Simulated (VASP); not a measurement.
# W (Fm-3m) in VASP: further runs

W is run at these levels: r2SCAN; tasks: single point.

Everything below comes from runs of VASP 6.6.1. Logs are shortened: lines on timing, memory, paths and dates and some standing lists are left out, and cuts for length are marked.

## (1) The cell of the first run

Symmetry: Fm-3m, No. 225, cubic system. The conventional cell has a = 4.060 Å, b = 4.060 Å, c = 4.060 Å, α = 90.00°, β = 90.00°, γ = 90.00°. Within 3.8 Å of W (site symmetry m-3m) lie 12 W at 2.87 Å.

## (2) Single point, r2SCAN

File POSCAR:

```
W
1.0
    0.0000000000      2.0300000000      2.0300000000
    2.0300000000      0.0000000000      2.0300000000
    2.0300000000      2.0300000000      0.0000000000
W
1
Direct
    0.0000000000      0.0000000000      0.0000000000
```

File INCAR.step1:

```
SYSTEM = W
PREC = Accurate ; ENCUT = 520
ISMEAR = -1 ; SIGMA = 0.2
LREAL = .False. ; LASPH = .True.
NELM = 100 ; NBANDS = 13
GGA = PE ; ALGO = Normal
EDIFF = 1E-4 ; LWAVE = .True.
LCHARG = .False.
```

File INCAR.step2:

```
SYSTEM = W
PREC = Accurate ; ENCUT = 520
EDIFF = 1E-7 ; ISMEAR = -1
SIGMA = 0.2 ; LREAL = .False.
LASPH = .True. ; NELM = 100
ALGO = Normal ; ISIF = 2
LWAVE = .False. ; LCHARG = .True.
METAGGA = R2SCAN ; LMIXTAU = .True.
LELF = .True. ; LVHAR = .True.
NBANDS = 13 ; ISTART = 1
```

File KPOINTS:

```
Automatic mesh
0
Gamma
  14 14 14
  0 0 0
```

Potentials or basis: VASP PAW PBE potentials, release 64 (W_sv).

On the command line:

```bash
> cat potpaw_PBE.64/W_sv/POTCAR > POTCAR
> cp INCAR.step1 INCAR
> mpirun -np 1 vasp_std > vasp.out
> cp INCAR.step2 INCAR
> mpirun -np 1 vasp_std > vasp.out
```

OUTCAR:

```text
SYSTEM = W
   PREC = Accurate
   ENCUT = 520
   EDIFF = 1E-7
   ISMEAR = -1
   LREAL = .False.
   LASPH = .True.
   NELM = 100
   ISIF = 2
   METAGGA = R2SCAN
   ISTART = 1

 ion  position               nearest neighbor table
   1  0.000  0.000  0.000-

  LATTYP: Found a face centered cubic cell.
 ALAT       =     4.0600000000

  Lattice vectors:

 A1 = (   0.0000000000,   2.0300000000,   2.0300000000)
 A2 = (   2.0300000000,   0.0000000000,   2.0300000000)
 A3 = (   2.0300000000,   2.0300000000,   0.0000000000)

Analysis of symmetry for initial positions (statically):
=====================================================================
 Subroutine PRICEL returns:
 Original cell was already a primitive cell.

 Routine SETGRP: Setting up the symmetry group for a
 face centered cubic supercell.

 Subroutine GETGRP returns: Found 48 space group operations
 (whereof 48 operations were pure point group operations)
 out of a pool of 48 trial point group operations.

The static configuration has the point symmetry O_h .

Analysis of symmetry for dynamics (positions and initial velocities):
=====================================================================
 Subroutine PRICEL returns:
 Original cell was already a primitive cell.

 Routine SETGRP: Setting up the symmetry group for a
 face centered cubic supercell.

 Subroutine GETGRP returns: Found 48 space group operations
 (whereof 48 operations were pure point group operations)
 out of a pool of 48 trial point group operations.

The dynamic configuration has the point symmetry O_h .

 Subroutine INISYM returns: Found 48 space group operations
 (whereof 48 operations are pure point group operations),
 and found     1 'primitive' translations

----------------------------------------------------------------------------------------

                                     Primitive cell

  volume of cell :      16.7309

  direct lattice vectors                    reciprocal lattice vectors
     0.000000000  2.030000000  2.030000000    -0.246305419  0.246305419  0.246305419
     2.030000000  0.000000000  2.030000000     0.246305419 -0.246305419  0.246305419
     2.030000000  2.030000000  0.000000000     0.246305419  0.246305419 -0.246305419

  length of vectors
     2.870853532  2.870853532  2.870853532     0.426613499  0.426613499  0.426613499

  position of ions in fractional coordinates (direct lattice)
     0.000000000  0.000000000  0.000000000

  ion indices of the primitive-cell ions
   primitive index   ion index
                 1           1

----------------------------------------------------------------------------------------

 KPOINTS: Automatic mesh

Automatic generation of k-mesh.
 Grid dimensions read from file:
 generate k-points for:   14   14   14

 Generating k-lattice:

  Cartesian coordinates                     Fractional coordinates (reciprocal lattice)
    -0.017593244  0.017593244  0.017593244     0.071428571  0.000000000  0.000000000
     0.017593244 -0.017593244  0.017593244     0.000000000  0.071428571  0.000000000
     0.017593244  0.017593244 -0.017593244     0.000000000  0.000000000  0.071428571

  Length of vectors
     0.030472393  0.030472393  0.030472393

  Shift w.r.t. Gamma in fractional coordinates (k-lattice)
     0.000000000  0.000000000  0.000000000

 Subroutine IBZKPT returns following result:
 ===========================================

 Found    104 irreducible k-points:

 Following reciprocal coordinates:
            Coordinates               Weight
  0.000000  0.000000  0.000000      1.000000
  0.071429  0.000000  0.000000      8.000000
  0.142857  0.000000  0.000000      8.000000
  0.214286  0.000000  0.000000      8.000000
  0.285714  0.000000  0.000000      8.000000
  0.357143  0.000000  0.000000      8.000000
[... 16 lines left out ...]
  0.214286  0.142857  0.000000     24.000000
  0.285714  0.142857  0.000000     24.000000
 [... further k-points ...]
   k-points           NKPTS =    104   k-points in BZ     NKDIM =    104   number of bands    NBANDS=     13
   number of dos      NEDOS =    301   number of ions     NIONS =      1
   total plane-waves  NPLWV =  13824
   dimension x,y,z NGX =    24 NGY =   24 NGZ =   24
   dimension x,y,z NGXF=    48 NGYF=   48 NGZF=   48
   ions per type =               1
   NGX,Y,Z   is equivalent  to a cutoff of  13.90, 13.90, 13.90 a.u.
   NGXF,Y,Z  is equivalent  to a cutoff of  27.80, 27.80, 27.80 a.u.
 SYSTEM =  W
   PREC   = accura    normal or accurate (medium, high low for compatibility)
   ISTART =      1    job   : 0-new  1-cont  2-samecut
   ICHARG =      0    charge: 1-file 2-atom 10-const
   ISPIN  =      1    spin polarized calculation?
   LNONCOLLINEAR =      F non collinear calculations
   LSORBIT =      F    spin-orbit coupling
   LASPH  =      T    aspherical Exc in radial PAW
   ENCUT  =  520.0 eV  38.22 Ry    6.18 a.u.   5.34  5.34  5.34*2*pi/ulx,y,z
   NELM   =    100;   NELMIN=  2; NELMDL=  0     # of ELM steps
   EDIFF  = 0.1E-06   stopping-criterion for ELM
   LREAL  =      F    real-space projection
   EDIFFG = 0.1E-05   stopping-criterion for IOM
   NSW    =      0    number of steps for IOM
   IBRION =     -1    ionic relax: 0-MD 1-quasi-New 2-CG
   NFREE  =      0    steps in history (QN), initial steepest desc. (CG)
   ISIF   =      2    stress and relaxation
   ISYM   =      2    0-nonsym 1-usesym 2-fastsym
   POTIM  = 0.5000    time-step for ionic-motion
   TEBEG  =    0.0;   TEEND  =   0.0 temperature during run
   PSTRESS=    0.0 pullay stress
   NELECT =      14.0000    total number of electrons
   NUPDOWN=      -1.0000    fix difference up-down
   EMIN   =  10.00;   EMAX   =-10.00  energy-range for DOS
   EFERMI =   0.00;   METHOD = LEGACY
   ISMEAR =    -1;   SIGMA  =   0.20  broadening in eV -4-tet -1-fermi 0-gaus
   EFERMI_NEDOS =   21; number of points for ismear=-14 and -15
   IALGO  =     38    algorithm
   IMIX   =      4    mixing-type and parameters
     AMIX     =   0.40;   BMIX     =  1.00
     AMIX_MAG =   1.60;   BMIX_MAG =  1.00
  volume/ion in A,a.u.               =      16.73       112.91
  Fermi-wavevector in a.u.,A,eV,Ry     =   1.542688  2.915258 32.380324  2.379887
  Thomas-Fermi vector in A             =   2.648457
   LORBIT       =      0    0 simple, 1 ext, 2 COOP (PROOUT), +10 PAW based schemes
   METAGGA = R2SCAN    functional components
   LHFCALC =     F    Hartree Fock is set to
   AEXX    =    0.0000 exact exchange contribution
   IVDW    =     0    specifies the selected vdW correction
   LEPSILON=     F    determine dielectric tensor
   LRPA    =     F    only Hartree local field effects (RPA)
 non-spin polarized calculation
  energy-cutoff  :      520.00
  volume of cell :       16.73
 maximum number of plane-waves:       464
 NGX is ok and might be reduce to    24
   NGX = 11   NGY = 11   NGZ = 11

 number of electron      14.0000002 magnetization

 Free energy of the ion-electron system (eV)
  ---------------------------------------------------
  ext. energy  EPLUGINS =         0.00000000
  ---------------------------------------------------
  free energy    TOTEN  =       -50.86046590 eV

  energy without entropy =      -50.71946659  energy(sigma->0) =      -50.78996624

 E-fermi :  10.1228     XC(G=0): -14.6068

 val. band max:       10.1135218025   @ k =  -0.3571   0.1429   0.0000
 cond. band min:      10.1287759141   @ k =   0.5000   0.1429   0.0000
 fundamental gap:      0.0152541116
 Fermi energy:        10.1227963166

 k-point     1 :       0.0000    0.0000    0.0000
  band No.  band energies     occupation
      1     -65.5685      2.00000
      2     -28.5309      2.00000
      3     -28.5309      2.00000
      4     -28.5309      2.00000
      5       0.6982      2.00000
      6       9.5177      1.90744
      7       9.5177      1.90744
      8       9.5177      1.90744
      9      12.8166      0.00000
     10      12.8166      0.00000
     11      23.4179      0.00000
     12      28.9921      0.00000
     13      28.9921      0.00000

 k-point     2 :       0.0714    0.0000    0.0000
  band No.  band energies     occupation
      1     -65.5631      2.00000
      2     -28.5915      2.00000
      3     -28.5386      2.00000
      4     -28.5386      2.00000
      5       0.9265      2.00000
      6       9.3377      1.96130
      7       9.6233      1.84791
      8       9.6233      1.84791
      9      12.7220      0.00000
     10      12.7220      0.00000
     11      23.8757      0.00000
     12      27.9740      0.00000
     13      29.4151      0.00000

 k-point     3 :       0.1429    0.0000    0.0000
  band No.  band energies     occupation
      1     -65.5479      2.00000
      2     -28.7588      2.00000
      3     -28.5601      2.00000
      4     -28.5601      2.00000
      5       1.5716      2.00000
      6       8.9134      1.99528
      7       9.8703      1.55883
      8       9.8703      1.55883
      9      12.5549      0.00001
     10      12.5549      0.00001
     11      24.9470      0.00000
     12      26.4342      0.00000
     13      30.6162      0.00000

 k-point     4 :       0.2143    0.0000    0.0000
  band No.  band energies     occupation
      1     -65.5259      2.00000
      2     -28.9948      2.00000
      3     -28.5910      2.00000
      4     -28.5910      2.00000
      5       2.4986      2.00000
      6       8.5130      1.99936
      7      10.0291      1.23007
      8      10.0291      1.23007
      9      12.6374      0.00001
     10      12.6374      0.00001
     11      24.3609      0.00000
     12      26.9457      0.00000
     13      32.4308      0.00000

 k-point     5 :       0.2857    0.0000    0.0000
  band No.  band energies     occupation
      1     -65.5013      2.00000
      2     -29.2493      2.00000
      3     -28.6251      2.00000
      4     -28.6251      2.00000
      5       3.4354      2.00000
      6       8.4667      1.99949
      7       9.9108      1.48536
      8       9.9108      1.48535
      9      13.2100      0.00000
     10      13.2100      0.00000
     11      23.0757      0.00000
     12      27.1454      0.00000
     13      33.8169      0.00000
[... 257 lines left out ...]
 k-point    22 :       0.1429    0.1429    0.0000
  band No.  band energies     occupation
      1     -65.5411      2.00000
      2     -28.7526      2.00000
      3     -28.6102      2.00000
      4     -28.6102      2.00000
      5       1.8663      2.00000
      6       8.4538      1.99952
      7      10.2364      0.72346
      8      10.2364      0.72346
      9      11.5108      0.00194
     10      13.2096      0.00000
     11      25.7111      0.00000
     12      27.6339      0.00000
     13      29.6626      0.00000

 k-point    23 :       0.2143    0.1429    0.0000
  band No.  band energies     occupation
      1     -65.5246      2.00000
      2     -28.9057      2.00000
      3     -28.6494      2.00000
      4     -28.6402      2.00000
      5       2.5775      2.00000
      6       8.0137      1.99995
      7      10.3388      0.50703
      8      10.5790      0.18545
      9      11.3286      0.00480
     10      13.4174      0.00000
     11      26.5941      0.00000
     12      27.1193      0.00000
     13      30.1094      0.00000

 k-point    24 :       0.2857    0.1429    0.0000
  band No.  band energies     occupation
      1     -65.5032      2.00000
      2     -29.1142      2.00000
      3     -28.6878      2.00000
      4     -28.6764      2.00000
      5       3.5040      2.00000
      6       7.7032      1.99999
      7       9.7877      1.68460
      8      10.7205      0.09589
      9      12.1245      0.00009
     10      13.8450      0.00000
     11      25.2609      0.00000
     12      28.1812      0.00000
     13      30.6002      0.00000

 [... further k-points ...]
[... 5 lines left out ...]
  --------------------------------------------------------------------------------------
  -------------------------------------------------------------------------------------
  Total       -0.7648947     -0.7648947     -0.7648947      0.0000000      0.0000000      0.0000000
  in kB      -73.2477213    -73.2477213    -73.2477213      0.0000000      0.0000000      0.0000000
  external PRESSURE =     -73.2477213 kB  Pullay stress =       0.0000000 kB

 VOLUME and BASIS-vectors are now :
 -----------------------------------------------------------------------------
  energy-cutoff  :      520.00
  volume of cell :       16.73
      direct lattice vectors                 reciprocal lattice vectors
     0.000000000  2.030000000  2.030000000    -0.246305419  0.246305419  0.246305419
     2.030000000  0.000000000  2.030000000     0.246305419 -0.246305419  0.246305419
     2.030000000  2.030000000  0.000000000     0.246305419  0.246305419 -0.246305419

 POSITION                                       TOTAL-FORCE (eV/Angst)
 -----------------------------------------------------------------------------------
      0.00000      0.00000      0.00000         0.000000      0.000000      0.000000
 -----------------------------------------------------------------------------------
    total drift:                                0.000000      0.000000      0.000000

  FREE ENERGIE OF THE ION-ELECTRON SYSTEM (eV)
  ---------------------------------------------------
  free  energy   TOTEN  =       -50.8604658982 eV

  energy  without entropy=      -50.7194665855  energy(sigma->0) =      -50.78996624
```

It took 30 s on 1 thread of Intel Xeon 6975P-C (Granite Rapids), shared host; peak memory 0.16 GiB.

What came out:

```
Free energy            : -50.8605 eV
Pressure               : -7.3 GPa
Band gap on the k mesh : zero (band 7 reaches 12.98 eV, above the bottom of band 8 at 9.52 eV)
```

Levels at points of the mesh, in eV from the Fermi level:
| k point | band 3 | band 4 | band 5 | band 6 | band 7 | band 8 | band 9 | band 10 | band 11 | band 12 |
| --- | --- | --- | --- | --- | --- | --- | --- | --- | --- | --- |
| (0.00, 0.00, 0.00) | -38.65 | -38.65 | -9.42 | -0.61 | -0.61 | -0.61 | 2.69 | 2.69 | 13.30 | 18.87 |
| (0.50, 0.00, 0.00) | -38.81 | -38.81 | -5.84 | -0.75 | -0.75 | 0.35 | 5.09 | 5.09 | 10.48 | 12.92 |
| (0.50, 0.50, 0.00) | -39.07 | -39.07 | -5.62 | -4.70 | 2.86 | 5.13 | 5.75 | 5.75 | 12.09 | 12.09 |

Caveat: the PAW data sets were made with another functional, which shifts forces and pressure a little; spin-orbit coupling is left out, which moves the levels of the heavy elements.

## (3) Single point, r2SCAN

POSCAR is that of step 2.

File INCAR.step1:

```
PREC     = Accurate       # precision mode
ENCUT    = 520            # plane-wave cutoff, eV
ISMEAR   = -1             # smearing method
SIGMA    = 0.1            # smearing width, eV
LREAL    = False          # projectors in reciprocal space
LASPH    = True           # aspherical terms in the spheres
NELM     = 80             # most SCF steps
NBANDS   = 13             # bands
GGA      = PE             # functional
ALGO     = Normal         # electronic algorithm
EDIFF    = 1E-4           # SCF threshold, eV
LWAVE    = True           # write WAVECAR
LCHARG   = False          # write CHGCAR
```

File INCAR.step2:

```
PREC     = Accurate       # precision mode
ENCUT    = 520            # plane-wave cutoff, eV
EDIFF    = 1E-6           # SCF threshold, eV
ISMEAR   = -1             # smearing method
SIGMA    = 0.1            # smearing width, eV
LREAL    = False          # projectors in reciprocal space
LASPH    = True           # aspherical terms in the spheres
NELM     = 80             # most SCF steps
ALGO     = Normal         # electronic algorithm
ISIF     = 2              # what is computed and relaxed
LWAVE    = False          # write WAVECAR
LCHARG   = False          # write CHGCAR
METAGGA  = R2SCAN         # meta-GGA
LMIXTAU  = True         
NBANDS   = 13             # bands
ISTART   = 1
```

File KPOINTS:

```
regular mesh
0
Gamma
  14 14 14
```

Potentials or basis: VASP PAW PBE potentials, release 64 (W_sv).

On the command line:

```bash
> cat potpaw_PBE.64/W_sv/POTCAR > POTCAR
> cp INCAR.step1 INCAR
> mpirun -np 1 vasp_std > vasp.out
> cp INCAR.step2 INCAR
> mpirun -np 1 vasp_std > vasp.out
```

Wall time 26 s (1 thread of Intel Xeon 6975P-C (Granite Rapids), shared host); peak memory 0.15 GiB.

The run converged. Its results:

```yaml
Free_energy: -50.8052 eV
Pressure: -7.7 GPa
Band_gap_on_the_k_mesh: zero (band 7 reaches 12.98 eV, above the bottom of band 8 at 9.51 eV)
```

Levels at points of the mesh, in eV from the Fermi level:
| k point | band 5 | band 6 | band 7 | band 8 | band 9 | band 10 |
| --- | --- | --- | --- | --- | --- | --- |
| (0.00, 0.00, 0.00) | -9.39 | -0.57 | -0.57 | -0.57 | 2.73 | 2.73 |
| (0.50, 0.00, 0.00) | -5.80 | -0.72 | -0.72 | 0.39 | 5.12 | 5.12 |
| (0.50, 0.50, 0.00) | -5.58 | -4.67 | 2.89 | 5.17 | 5.79 | 5.79 |

Caveat: the PAW data sets were made with another functional, which shifts forces and pressure a little; spin-orbit coupling is left out, which moves the levels of the heavy elements.
